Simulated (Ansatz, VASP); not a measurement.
# Sc3Al: VASP beside Ansatz

The input INCAR:

```
ALGO = Fast
EDIFF = 1E-6
ENCUT = 520
GGA = PS
ISIF = 2
ISMEAR = 0
LASPH = T
LCHARG = F
LREAL = F
LWAVE = F
NBANDS = 26
NELM = 60
PREC = Accurate
SIGMA = 0.15
```

The input KPOINTS:

```
k-points
0
Gamma
  12 12 12
```

POSCAR

```
Sc3Al
1.0
    4.2107401857      0.0000000000      0.0000000000
    0.0000000000      4.2107401857      0.0000000000
    0.0000000000      0.0000000000      4.3747949981
Sc Al
3 1
Direct
    0.5000000000      0.0000000000      0.5000000000
    0.0000000000      0.5000000000      0.5000000000
    0.5000000000      0.5000000000      0.0000000000
    0.0000000000      0.0000000000      0.0000000000
```

Input for Ansatz:

```yaml
crystal:
  lattice:
    - [4.2107401857, 0.0, 0.0]
    - [0.0, 4.2107401857, 0.0]
    - [0.0, 0.0, 4.3747949981]
  atoms:
    - { symbol: Sc, position: [0.5, 0.0, 0.5] }
    - { symbol: Sc, position: [0.0, 0.5, 0.5] }
    - { symbol: Sc, position: [0.5, 0.5, 0.0] }
    - { symbol: Al, position: [0.0, 0.0, 0.0] }
basis:
  ecutwfc: 420
kpoints:
  mp_grid: { grid: [12, 12, 12] }
hamiltonian:
  xc: pbesol
scf:
  occupations: { method: gaussian, width: 0.15 }
output:
  forces: true
  stress: true
  eigenvalues: true
```

Change from the starting cell: strain -0.0375 x Voigt [1, 1, 0, 0, 0, 0], atoms carried along.

Alike in both runs: task single point; functional PBEsol; k mesh 12 × 12 × 12; occupations gaussian, width 0.15 eV; no spin polarisation.

```csv
,VASP,Ansatz
version,VASP 6.6.1,Ansatz 0.2.0
potentials or method,"VASP PAW PBE potentials, release 64 (Sc_sv, Al), cutoff 520 eV","scalar-relativistic, plane waves, PAW"
valence electrons in the cell,36,36
```

Ansatz gave:

```
gap on the k mesh at the Fermi level (eV)                     : none
pressure (GPa)                                                : 6.0
traceless stress, the component that is largest in VASP (GPa) : -1.99
```

Q: What did VASP give for the same quantities?

A: gap on the k mesh at the Fermi level (eV): none; pressure (GPa): 6.1; traceless stress, the component that is largest in VASP (GPa): -2.00.

VASP's potentials were made for PBE, not for PBEsol. A gap of «none» marks a metal or a gap that the smearing closes.
